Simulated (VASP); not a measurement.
# Hf (P6_3/mmc) in VASP: elastic constants with PBEsol

Aim: the elastic constants of Hf with PBEsol.

Program: VASP 6.6.1. These are calculated values, not measurements. Logs are shortened: lines on timing, memory, paths and dates and some standing lists are left out, and cuts for length are marked.

**1. The cell of the first run**

It takes space group P6_3/mmc (No. 194, hexagonal). Conventional cell: a = 3.073 Å, b = 3.073 Å, c = 4.890 Å, α = 90.00°, β = 90.00°, γ = 120.00°. Hf (site symmetry -6m2) has 12 Hf at 3.02 to 3.07 Å within 4.0 Å.

**2. Elastic constants, PBEsol**

Contents of INCAR:

```
SYSTEM = Hf
PREC = Accurate ; ENCUT = 500
EDIFF = 1E-8 ; ISMEAR = -1
SIGMA = 0.1 ; LREAL = .False.
LASPH = .True. ; NELM = 120
ALGO = Normal ; ISIF = 3
LWAVE = .False. ; LCHARG = .True.
GGA = PS ; NBANDS = 17
IBRION = 6 ; NFREE = 2
POTIM = 0.015 ; NSW = 1
GGA_COMPAT = .False.
```

Contents of KPOINTS:

```
Automatic mesh
0
Gamma
  18 18 10
  0 0 0
```

Contents of POSCAR:

```
Hf
1.0
    3.0732931882      0.0000000000      0.0000000000
   -1.5366465941      2.6615499742      0.0000000000
    0.0000000000      0.0000000000      4.8900419578
Hf
2
Direct
    0.3333333333      0.6666666667      0.2500000000
    0.6666666667      0.3333333333      0.7500000000
```

Potentials or basis: VASP PAW PBE potentials, release 64 (Hf_pv).

Launch:

```console
cat potpaw_PBE.64/Hf_pv/POTCAR > POTCAR
mpirun -np 1 vasp_std > vasp.out
```

OUTCAR:

```text
SYSTEM = Hf
   PREC = Accurate
   ENCUT = 500
   EDIFF = 1E-8
   ISMEAR = -1
   LREAL = .False.
   LASPH = .True.
   NELM = 120
   ISIF = 3
   GGA = PS
   IBRION = 6
   NFREE = 2
   POTIM = 0.015
   NSW = 1

 ion  position               nearest neighbor table
   1  0.333  0.667  0.250-   2 3.02   2 3.02   2 3.02   2 3.02   2 3.02   2 3.02
   2  0.667  0.333  0.750-   1 3.02   1 3.02   1 3.02   1 3.02   1 3.02   1 3.02

  LATTYP: Found a hexagonal cell.
 ALAT       =     3.0732931882
 C/A-ratio  =     1.5911407270

  Lattice vectors:

 A1 = (   3.0732931882,   0.0000000000,   0.0000000000)
 A2 = (  -1.5366465941,   2.6615499742,   0.0000000000)
 A3 = (   0.0000000000,   0.0000000000,   4.8900419578)

Analysis of symmetry for initial positions (statically):
=====================================================================
 Subroutine PRICEL returns:
 Original cell was already a primitive cell.

 Routine SETGRP: Setting up the symmetry group for a
 hexagonal supercell.

 Subroutine GETGRP returns: Found 24 space group operations
 (whereof 12 operations were pure point group operations)
 out of a pool of 24 trial point group operations.

The static configuration has the point symmetry D_3d.
 The point group associated with its full space group is D_6h.

Analysis of symmetry for dynamics (positions and initial velocities):
=====================================================================
 Subroutine PRICEL returns:
 Original cell was already a primitive cell.

 Routine SETGRP: Setting up the symmetry group for a
 hexagonal supercell.

 Subroutine GETGRP returns: Found 24 space group operations
 (whereof 12 operations were pure point group operations)
 out of a pool of 24 trial point group operations.

The dynamic configuration has the point symmetry D_3d.
 The point group associated with its full space group is D_6h.

 Subroutine INISYM returns: Found 24 space group operations
 (whereof 12 operations are pure point group operations),
 and found     1 'primitive' translations

----------------------------------------------------------------------------------------

                                     Primitive cell

  volume of cell :      39.9992

  direct lattice vectors                    reciprocal lattice vectors
     3.073293188  0.000000000  0.000000000     0.325383860  0.187860459  0.000000000
    -1.536646594  2.661549974  0.000000000     0.000000000  0.375720918  0.000000000
     0.000000000  0.000000000  4.890041958     0.000000000  0.000000000  0.204497223

  length of vectors
     3.073293188  3.073293188  4.890041958     0.375720918  0.375720918  0.204497223

  position of ions in fractional coordinates (direct lattice)
     0.333333333  0.666666667  0.250000000
     0.666666667  0.333333333  0.750000000

  ion indices of the primitive-cell ions
   primitive index   ion index
                 1           1
                 2           2

----------------------------------------------------------------------------------------

 KPOINTS: Automatic mesh
[... 108 lines left out ...]

 number of electron      20.0000007 magnetization

 Free energy of the ion-electron system (eV)
  ---------------------------------------------------
  ext. energy  EPLUGINS =         0.00000000
  ---------------------------------------------------
  free energy    TOTEN  =       -20.94414800 eV

  energy without entropy =      -20.89141491  energy(sigma->0) =      -20.91778145

------------------------ aborting loop because EDIFF is reached ----------------------------------------

  FORCE on cell =-STRESS in cart. coord.  units (eV):
  Direction    XX          YY          ZZ          XY          YZ          ZX
  --------------------------------------------------------------------------------------
  -------------------------------------------------------------------------------------
  Total        2.4121433      2.4121433      2.3841661     -0.0000000      0.0000000      0.0000000
  in kB       96.6189861     96.6189861     95.4983549     -0.0000000      0.0000000      0.0000000
  external PRESSURE =      96.2454424 kB  Pullay stress =       0.0000000 kB
[... 89 lines left out ...]
  FREE ENERGIE OF THE ION-ELECTRON SYSTEM (eV)
  ---------------------------------------------------
  free  energy   TOTEN  =       -20.9009907826 eV

  energy  without entropy=      -20.8480545679  energy(sigma->0) =      -20.87452268

[... ionic steps 4 to 14 ...]

--------------------------------------- Ionic step       15  -------------------------------------------

 number of electron      20.0000006 magnetization

------------------------ aborting loop because EDIFF is reached ----------------------------------------
[... 67 lines left out ...]
--------------------------------------- Ionic step       17  -------------------------------------------

 number of electron      20.0000005 magnetization

 Free energy of the ion-electron system (eV)
  ---------------------------------------------------
  ext. energy  EPLUGINS =         0.00000000
  ---------------------------------------------------
  free energy    TOTEN  =       -20.94347428 eV

  energy without entropy =      -20.89083475  energy(sigma->0) =      -20.91715452

 E-fermi :   5.5416     XC(G=0): -11.9146

 val. band max:        5.5374124849   @ k =   0.3333   0.3333   0.4000
 cond. band min:       5.5454766133   @ k =   0.3333   0.2778   0.3000
 fundamental gap:      0.0080641284
 Fermi energy:         5.5415687272

 k-point     1 :       0.0000    0.0000    0.0000
  band No.  band energies     occupation
      1     -25.4242      2.00000
      2     -24.3551      2.00000
      3     -24.3551      2.00000
      4     -24.1784      2.00000
      5     -24.1784      2.00000
      6     -24.1764      2.00000
[... 457 lines left out ...]
      4     -24.6575      2.00000
      5     -24.4866      2.00000
      6     -24.3730      2.00000
[... 9 lines left out ...]
     16      12.5571      0.00000
     17      13.2853      0.00000

 [... further k-points ...]
[... 5 lines left out ...]
  --------------------------------------------------------------------------------------
  -------------------------------------------------------------------------------------
  Total        2.4142164      2.4142164      2.3901480      0.0000000     -0.0000000      0.0000000
  in kB       96.7020250     96.7020250     95.7379603      0.0000000     -0.0000000      0.0000000
  external PRESSURE =      96.3806701 kB  Pullay stress =       0.0000000 kB
[... 17 lines left out ...]
  FREE ENERGIE OF THE ION-ELECTRON SYSTEM (eV)
  ---------------------------------------------------
  free  energy   TOTEN  =       -20.9434742788 eV

  energy  without entropy=      -20.8908347518  energy(sigma->0) =      -20.91715452

 INTERNAL STRAIN TENSORS FROM STRAINED CELLS
 ============================================

 INTERNAL STRAIN TENSOR FOR ION    1 for displacements in x,y,z  (eV/Angst):
          X           Y           Z          XY          YZ          ZX
  --------------------------------------------------------------------------------
  x     0.00000     0.00000    -0.00000    -2.85517    -0.00000    -0.00000
  y    -2.86009     2.85515    -0.00000    -0.00003     0.00005    -0.00000
  z    -0.00000     0.00000     0.00000     0.00000     0.00158    -0.00000

 INTERNAL STRAIN TENSORS FROM DISPLACED ATOMS
 ============================================

 INTERNAL STRAIN TENSOR FOR ION    1 for displacements in x,y,z  (eV/Angst):
          X           Y           Z          XY          YZ          ZX
  --------------------------------------------------------------------------------
  x     0.00000     0.00000     0.00000    -2.86980     0.00000     0.00000
  y    -2.86980     2.86980     0.00000     0.00000     0.00000     0.00000
  z     0.00000    -0.00000     0.00000     0.00000     0.00000     0.00000

 INTERNAL STRAIN TENSOR FOR ION    2 for displacements in x,y,z  (eV/Angst):
          X           Y           Z          XY          YZ          ZX
  --------------------------------------------------------------------------------
  x     0.00000     0.00000     0.00000     2.86980     0.00000     0.00000
  y     2.86980    -2.86980    -0.00000     0.00000     0.00000     0.00000
  z     0.00000     0.00000    -0.00000     0.00000     0.00000     0.00000

 Eigenvectors and eigenvalues of the dynamical matrix
 ----------------------------------------------------

   1 f  =    4.050694 THz    25.451259 2PiTHz  135.116597 cm-1    16.752315 meV
             X         Y         Z           dx          dy          dz
     -0.000000  1.774367  1.222510     0.000000    0.000000   -0.707107
      1.536647  0.887183  3.667531    -0.000000    0.000000    0.707107
[... 16 lines left out ...]
   5 f  =    0.000000 THz     0.000000 2PiTHz    0.000000 cm-1     0.000000 meV
             X         Y         Z           dx          dy          dz
     -0.000000  1.774367  1.222510    -0.000000    0.000000    0.707107
      1.536647  0.887183  3.667531     0.000000    0.000000    0.707107

   6 f/i=    0.000000 THz     0.000000 2PiTHz    0.000001 cm-1     0.000000 meV
             X         Y         Z           dx          dy          dz
     -0.000000  1.774367  1.222510     0.707107   -0.000000   -0.000000
      1.536647  0.887183  3.667531     0.707107   -0.000000    0.000000

--------------------------------------------------------------------------------------------------------

 ELASTIC MODULI CONTR FROM IONIC RELAXATION (kBar)
 Direction    XX          YY          ZZ          XY          YZ          ZX
 --------------------------------------------------------------------------------
 XX        -192.9534    192.9534      0.0000      0.0000      0.0000      0.0000
 YY         192.9534   -192.9534     -0.0000      0.0000      0.0000      0.0000
 ZZ           0.0000     -0.0000     -0.0000      0.0000      0.0000      0.0000
 XY          -0.0000      0.0000      0.0000   -192.9534      0.0000      0.0000
 YZ           0.0000      0.0000      0.0000      0.0000      0.0000      0.0000
 ZX           0.0000      0.0000      0.0000      0.0000      0.0000      0.0000
 --------------------------------------------------------------------------------

 TOTAL ELASTIC MODULI (kBar)
 Direction    XX          YY          ZZ          XY          YZ          ZX
 --------------------------------------------------------------------------------
 XX        2124.2656    984.3551    900.9404      0.0000      0.0000      0.0000
 YY         984.3551   2124.2656    900.9404      0.0000     -0.0000      0.0000
 ZZ         900.9404    900.9404   2479.0302      0.0000      0.0000      0.0000
 XY          -0.0000      0.0000      0.0000    569.9553     -0.0000     -0.0000
 YZ           0.0000     -0.0000      0.0000      0.0000    487.1786      0.0000
 ZX           0.0000      0.0000      0.0000      0.0000      0.0000    487.1787
 --------------------------------------------------------------------------------
```

It took 39 min on 1 thread of AMD EPYC 9R45 (Zen 5), shared host; peak memory 0.92 GiB.

Results:

```yaml
Voigt_bulk_modulus: 137 GPa
Highest_phonon_frequency_at_Γ: 135 cm⁻¹
```

Phonon frequencies in cm⁻¹ (negative: imaginary):
```csv
q point,frequencies
"(0.000, 0.000, 0.000)",0 0 0 72 72 135
```

Elastic tensor in Voigt notation (GPa, in the Cartesian axes of the cell as first typed):
```
212  98  90   0   0   0
 98 212  90   0   0   0
 90  90 248   0   0   0
  0   0   0  49   0   0
  0   0   0   0  49   0
  0   0   0   0   0  57
```

Clamped-ion elastic tensor (GPa):
```
232  79  90   0   0   0
 79 232  90   0   0   0
 90  90 248   0   0   0
  0   0   0  49   0   0
  0   0   0   0  49   0
  0   0   0   0   0  76
```

Caveat: the cell is under stress, which shifts elastic constants; the PAW data sets were made with another functional, which shifts forces and pressure a little; spin-orbit coupling is left out, which moves the levels of the heavy elements.
